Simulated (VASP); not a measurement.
# Ga2As2C: single point with PBE

System: Ga2As2C, a slab with vacuum.

```xyz
5
Lattice="4.0630 0.0000 0.0000 0.0000 4.0630 0.0000 0.0000 0.0000 21.3905" Properties=species:S:1:pos:R:3 pbc="T T T"
As    0.0000    2.0315    4.0000
As    2.0315    0.0000    6.9836
Ga    2.0315    2.0315    5.4365
Ga    0.0000    0.0000    8.3905
C     2.0315    0.0000    9.5105
```

- Program: VASP 6.6.1
- Task: single point
- Functional: PBE
- Potentials or basis: VASP PAW PBE potentials, release 64 (As, Ga_d, C)
- Cutoff: 520 eV
- k mesh: 7 × 7 × 1
- Occupations: gaussian, width 0.05 eV
- Spin: collinear spin
- Starting moments: [0.0, 0.0, 0.0, 0.0, 2.0] μB

```json
{
  "Largest force": "1.869 eV/Å",
  "Net moment": "1.11 μB per cell",
  "Site moments": "As +0.04, -0.01; Ga +0.03, +0.02; C +0.44 μB",
  "Valence electrons inside the program's atomic spheres": "As 2.65, 2.75; Ga 11.60, 11.51; C 2.06"
}
```

Forces in eV/Å, atoms in the order of the input:
```
As   0.000  0.000  0.390
As   0.000  0.000 -0.254
Ga   0.000  0.000 -0.422
Ga   0.000  0.000  1.869
C    0.000  0.000 -1.583
```

Levels at points of the mesh, in eV from the Fermi level:
Spin up:
| k point | band 17 | band 18 | band 19 | band 20 | band 21 | band 22 | band 23 | band 24 |
| --- | --- | --- | --- | --- | --- | --- | --- | --- |
| (0.00, 0.00, 0.00) | -1.98 | -0.93 | -0.48 | -0.38 | 0.49 | 0.95 | 1.05 | 2.44 |
Spin down:
```tsv
k point	band 17	band 18	band 19	band 20	band 21	band 22
(0.00, 0.00, 0.00)	-1.77	-0.82	-0.16	0.61	0.72	1.26
```

Run time: 22 min on 1 thread of Intel Xeon 8259CL, on a shared host, peak memory 0.68 GiB.

Caveat: a moment this small can come from the mesh or the smearing.
